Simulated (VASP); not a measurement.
# CdTe (F-43m) in VASP: notebook

CdTe is run at these levels: r2SCAN+D3(BJ), PBE; tasks: single point.

Everything below comes from runs of VASP 6.6.1. Logs are shortened: lines on timing, memory, paths and dates and some standing lists are left out, and cuts for length are marked.

## (1) The cell of the first run

Symmetry: F-43m, No. 216, cubic system. The conventional cell has a = 6.527 Å, b = 6.527 Å, c = 6.527 Å, α = 90.00°, β = 90.00°, γ = 90.00°. Within 3.7 Å of Cd (site symmetry -43m) lie 4 Te at 2.83 Å. Within 3.7 Å of Te (site symmetry -43m) lie 4 Cd at 2.83 Å.

## (2) Single point, r2SCAN+D3(BJ)

POSCAR

```
CdTe
1.0
    0.0000000000      3.2634087591      3.2634087591
    3.2634087591      0.0000000000      3.2634087591
    3.2634087591      3.2634087591      0.0000000000
Cd Te
1 1
Direct
    0.0000000000      0.0000000000      0.0000000000
    0.2500000000      0.2500000000      0.2500000000
```

INCAR.step1

```
  ALGO = Normal
  EDIFF = 1E-4
  ENCUT = 520
  GGA = PE
  ISMEAR = 0
  LASPH = T
  LCHARG = F
  LREAL = F
  LWAVE = T
  NBANDS = 16
  NELM = 80
  PREC = Accurate
  SIGMA = 0.05
```

INCAR.step2

```
  ALGO = Normal
  EDIFF = 1E-6
  ENCUT = 520
  ISIF = 2
  ISMEAR = 0
  ISTART = 1
  IVDW = 12
  LASPH = T
  LCHARG = F
  LMIXTAU = T
  LREAL = F
  LWAVE = F
  METAGGA = R2SCAN
  NBANDS = 16
  NELM = 80
  PREC = Accurate
  SIGMA = 0.05
  VDW_A1 = 0.49484001
  VDW_A2 = 5.73083694
  VDW_S6 = 1.0
  VDW_S8 = 0.78981345
```

KPOINTS

```
k-points
0
Gamma
  6 6 6
```

Potentials or basis: VASP PAW PBE potentials, release 64 (Cd, Te).

On the command line:

```console
> cat potpaw_PBE.64/Cd/POTCAR potpaw_PBE.64/Te/POTCAR > POTCAR
> cp INCAR.step1 INCAR
> mpirun -np 1 vasp_std > vasp.out
> cp INCAR.step2 INCAR
> mpirun -np 1 vasp_std > vasp.out
```

OUTCAR:

```text
EDIFF = 1E-6
   ENCUT = 520
   ISIF = 2
   ISMEAR = 0
   ISTART = 1
   IVDW = 12
   LASPH = T
   LREAL = F
   METAGGA = R2SCAN
   NELM = 80
   PREC = Accurate
 IVDW          = 12

 ion  position               nearest neighbor table
   1  0.000  0.000  0.000-   2 2.83   2 2.83   2 2.83   2 2.83
   2  0.250  0.250  0.250-   1 2.83   1 2.83   1 2.83   1 2.83

  LATTYP: Found a face centered cubic cell.
 ALAT       =     6.5268175182

  Lattice vectors:

 A1 = (   0.0000000000,   3.2634087591,   3.2634087591)
 A2 = (   3.2634087591,   0.0000000000,   3.2634087591)
 A3 = (   3.2634087591,   3.2634087591,   0.0000000000)

Analysis of symmetry for initial positions (statically):
=====================================================================
 Subroutine PRICEL returns:
 Original cell was already a primitive cell.

 Routine SETGRP: Setting up the symmetry group for a
 face centered cubic supercell.

 Subroutine GETGRP returns: Found 24 space group operations
 (whereof 24 operations were pure point group operations)
 out of a pool of 48 trial point group operations.

The static configuration has the point symmetry T_d .

Analysis of symmetry for dynamics (positions and initial velocities):
=====================================================================
 Subroutine PRICEL returns:
 Original cell was already a primitive cell.

 Routine SETGRP: Setting up the symmetry group for a
 face centered cubic supercell.

 Subroutine GETGRP returns: Found 24 space group operations
 (whereof 24 operations were pure point group operations)
 out of a pool of 48 trial point group operations.

The dynamic configuration has the point symmetry T_d .

 Subroutine INISYM returns: Found 24 space group operations
 (whereof 24 operations are pure point group operations),
 and found     1 'primitive' translations

----------------------------------------------------------------------------------------

                                     Primitive cell

  volume of cell :      69.5095

  direct lattice vectors                    reciprocal lattice vectors
     0.000000000  3.263408759  3.263408759    -0.153214028  0.153214028  0.153214028
     3.263408759  0.000000000  3.263408759     0.153214028 -0.153214028  0.153214028
     3.263408759  3.263408759  0.000000000     0.153214028  0.153214028 -0.153214028

  length of vectors
     4.615156927  4.615156927  4.615156927     0.265374480  0.265374480  0.265374480

  position of ions in fractional coordinates (direct lattice)
     0.000000000  0.000000000  0.000000000
     0.250000000  0.250000000  0.250000000

  ion indices of the primitive-cell ions
   primitive index   ion index
                 1           1
                 2           2

----------------------------------------------------------------------------------------

 KPOINTS: k-points

Automatic generation of k-mesh.
 Grid dimensions read from file:
 generate k-points for:    6    6    6

 Generating k-lattice:

  Cartesian coordinates                     Fractional coordinates (reciprocal lattice)
    -0.025535671  0.025535671  0.025535671     0.166666667  0.000000000  0.000000000
     0.025535671 -0.025535671  0.025535671     0.000000000  0.166666667  0.000000000
     0.025535671  0.025535671 -0.025535671     0.000000000  0.000000000  0.166666667

  Length of vectors
     0.044229080  0.044229080  0.044229080

  Shift w.r.t. Gamma in fractional coordinates (k-lattice)
     0.000000000  0.000000000  0.000000000

 Subroutine IBZKPT returns following result:
 ===========================================

 Found     16 irreducible k-points:

 Following reciprocal coordinates:
            Coordinates               Weight
  0.000000  0.000000  0.000000      1.000000
  0.166667  0.000000  0.000000      8.000000
  0.333333  0.000000  0.000000      8.000000
  0.500000  0.000000  0.000000      4.000000
  0.166667  0.166667  0.000000      6.000000
  0.333333  0.166667  0.000000     24.000000
[... 8 lines left out ...]
 -0.333333  0.333333  0.166667     24.000000
 -0.333333  0.500000  0.166667     12.000000
   k-points           NKPTS =     16   k-points in BZ     NKDIM =     16   number of bands    NBANDS=     16
   number of dos      NEDOS =    301   number of ions     NIONS =      2
   total plane-waves  NPLWV =  46656
   dimension x,y,z NGX =    36 NGY =   36 NGZ =   36
   dimension x,y,z NGXF=    72 NGYF=   72 NGZF=   72
   ions per type =               1   1
   NGX,Y,Z   is equivalent  to a cutoff of  12.97, 12.97, 12.97 a.u.
   NGXF,Y,Z  is equivalent  to a cutoff of  25.94, 25.94, 25.94 a.u.
 SYSTEM =  unknown system
   PREC   = accura    normal or accurate (medium, high low for compatibility)
   ISTART =      1    job   : 0-new  1-cont  2-samecut
   ICHARG =      0    charge: 1-file 2-atom 10-const
   ISPIN  =      1    spin polarized calculation?
   LNONCOLLINEAR =      F non collinear calculations
   LSORBIT =      F    spin-orbit coupling
   LASPH  =      T    aspherical Exc in radial PAW
   ENCUT  =  520.0 eV  38.22 Ry    6.18 a.u.   8.58  8.58  8.58*2*pi/ulx,y,z
   NELM   =     80;   NELMIN=  2; NELMDL=  0     # of ELM steps
   EDIFF  = 0.1E-05   stopping-criterion for ELM
   LREAL  =      F    real-space projection
   EDIFFG = 0.1E-04   stopping-criterion for IOM
   NSW    =      0    number of steps for IOM
   IBRION =     -1    ionic relax: 0-MD 1-quasi-New 2-CG
   NFREE  =      0    steps in history (QN), initial steepest desc. (CG)
   ISIF   =      2    stress and relaxation
   ISYM   =      2    0-nonsym 1-usesym 2-fastsym
   POTIM  = 0.5000    time-step for ionic-motion
   TEBEG  =    0.0;   TEEND  =   0.0 temperature during run
   PSTRESS=    0.0 pullay stress
   NELECT =      18.0000    total number of electrons
   NUPDOWN=      -1.0000    fix difference up-down
   EMIN   =  10.00;   EMAX   =-10.00  energy-range for DOS
   EFERMI =   0.00;   METHOD = LEGACY
   ISMEAR =     0;   SIGMA  =   0.05  broadening in eV -4-tet -1-fermi 0-gaus
   EFERMI_NEDOS =   21; number of points for ismear=-14 and -15
   IALGO  =     38    algorithm
   IMIX   =      4    mixing-type and parameters
     AMIX     =   0.40;   BMIX     =  1.00
     AMIX_MAG =   1.60;   BMIX_MAG =  1.00
  volume/ion in A,a.u.               =      34.75       234.54
  Fermi-wavevector in a.u.,A,eV,Ry     =   1.043480  1.971892 14.814715  1.088851
  Thomas-Fermi vector in A             =   2.178191
   LORBIT       =      0    0 simple, 1 ext, 2 COOP (PROOUT), +10 PAW based schemes
   METAGGA = R2SCAN    functional components
   LHFCALC =     F    Hartree Fock is set to
   AEXX    =    0.0000 exact exchange contribution
   IVDW    =    12    specifies the selected vdW correction
   LEPSILON=     F    determine dielectric tensor
   LRPA    =     F    only Hartree local field effects (RPA)
 non-spin polarized calculation
 Gauss-broadening in eV      SIGMA  =   0.05
  energy-cutoff  :      520.00
  volume of cell :       69.51
 maximum number of plane-waves:      1895
 NGX is ok and might be reduce to    36
   NGX = 17   NGY = 17   NGZ = 17

 number of electron      18.0000002 magnetization

 Free energy of the ion-electron system (eV)
  ---------------------------------------------------
  ext. energy  EPLUGINS =         0.00000000
  ---------------------------------------------------
  free energy    TOTEN  =       -46.63879009 eV

  energy without entropy =      -46.63879009  energy(sigma->0) =      -46.63879009

 E-fermi :   2.1409     XC(G=0):  -9.0053

 val. band max:        1.9116253152   @ k =   0.0000   0.0000   0.0000
 cond. band min:       3.1147868657   @ k =   0.0000   0.0000   0.0000
 fundamental gap:      1.2031615505
 Fermi energy:         2.1408818593

 k-point     1 :       0.0000    0.0000    0.0000
  band No.  band energies     occupation
      1      -9.4922      2.00000
      2      -6.5818      2.00000
      3      -6.5818      2.00000
      4      -6.5818      2.00000
      5      -6.3137      2.00000
      6      -6.3137      2.00000
[... 8 lines left out ...]
     15      11.7040      0.00000
     16      11.7040      0.00000

 k-point     2 :       0.1667    0.0000    0.0000
  band No.  band energies     occupation
      1      -9.3938      2.00000
      2      -6.5632      2.00000
      3      -6.5632      2.00000
      4      -6.4933      2.00000
      5      -6.3146      2.00000
      6      -6.3146      2.00000
[... 8 lines left out ...]
     15      10.8208      0.00000
     16      10.8208      0.00000

 k-point     3 :       0.3333    0.0000    0.0000
  band No.  band energies     occupation
      1      -9.1984      2.00000
      2      -6.5305      2.00000
      3      -6.5305      2.00000
      4      -6.3108      2.00000
      5      -6.3108      2.00000
      6      -6.2049      2.00000
[... 8 lines left out ...]
     15      11.2605      0.00000
     16      11.2605      0.00000

 k-point     4 :       0.5000    0.0000    0.0000
  band No.  band energies     occupation
      1      -9.1033      2.00000
      2      -6.5174      2.00000
      3      -6.5174      2.00000
      4      -6.3051      2.00000
      5      -6.3051      2.00000
      6      -5.9560      2.00000
[... 8 lines left out ...]
     15      12.7514      0.00000
     16      12.7514      0.00000
[... 172 lines left out ...]
 k-point    14 :       0.5000    0.3333    0.1667
  band No.  band energies     occupation
      1      -9.0756      2.00000
      2      -6.4851      2.00000
      3      -6.4770      2.00000
      4      -6.3529      2.00000
      5      -6.3009      2.00000
      6      -5.9882      2.00000
[... 8 lines left out ...]
     15      12.7503      0.00000
     16      13.8788      0.00000

 k-point    15 :      -0.3333    0.3333    0.1667
  band No.  band energies     occupation
      1      -9.0160      2.00000
      2      -6.4755      2.00000
      3      -6.4630      2.00000
      4      -6.3371      2.00000
      5      -6.3100      2.00000
      6      -5.8022      2.00000
[... 8 lines left out ...]
     15      12.9533      0.00000
     16      13.6328      0.00000

 k-point    16 :      -0.3333    0.5000    0.1667
  band No.  band energies     occupation
      1      -8.9869      2.00000
      2      -6.4482      2.00000
      3      -6.4467      2.00000
      4      -6.3608      2.00000
      5      -6.3004      2.00000
      6      -5.7530      2.00000
[... 8 lines left out ...]
     15      13.4633      0.00000
     16      13.8632      0.00000

------------------------ aborting loop because EDIFF is reached ----------------------------------------

 Edisp (eV)   -0.32654

 E8    (eV) :    -0.1174

  FORCE on cell =-STRESS in cart. coord.  units (eV):
  Direction    XX          YY          ZZ          XY          YZ          ZX
  --------------------------------------------------------------------------------------
  -------------------------------------------------------------------------------------
  Total      -0.01807    -0.01807    -0.01807     0.00000     0.00000     0.00000
  in kB      -0.41649    -0.41649    -0.41649     0.00000     0.00000     0.00000
  external pressure =       -0.42 kB  Pullay stress =        0.00 kB

 VOLUME and BASIS-vectors are now :
 -----------------------------------------------------------------------------
  energy-cutoff  :      520.00
  volume of cell :       69.51
      direct lattice vectors                 reciprocal lattice vectors
     0.000000000  3.263408759  3.263408759    -0.153214028  0.153214028  0.153214028
     3.263408759  0.000000000  3.263408759     0.153214028 -0.153214028  0.153214028
     3.263408759  3.263408759  0.000000000     0.153214028  0.153214028 -0.153214028

 POSITION                                       TOTAL-FORCE (eV/Angst)
 -----------------------------------------------------------------------------------
      0.00000      0.00000      0.00000        -0.000000     -0.000000      0.000000
      1.63170      1.63170      1.63170         0.000000      0.000000     -0.000000
 -----------------------------------------------------------------------------------
    total drift:                               -0.000001     -0.000001     -0.000001

  FREE ENERGIE OF THE ION-ELECTRON SYSTEM (eV)
  ---------------------------------------------------
  free  energy   TOTEN  =       -46.9653291406 eV

  energy  without entropy=      -46.9653291406  energy(sigma->0) =      -46.96532914
```

Wall time 61 s (1 thread of Intel Xeon 6975P-C, shared host); peak memory 0.22 GiB.

Results:

* Free energy: -46.9653 eV
* Pressure: 0.0 GPa
* Band gap on the k mesh: 1.20 eV, direct
* Dispersion energy per atom: -0.163 eV

Caveat: three body term missing; the PAW data sets were made with another functional, which shifts forces and pressure a little; spin-orbit coupling is left out, which moves the levels of the heavy elements. r2SCAN opens gaps a little over a GGA but as a rule still falls short of measured ones.

(Part 1 of 3 ends here.)
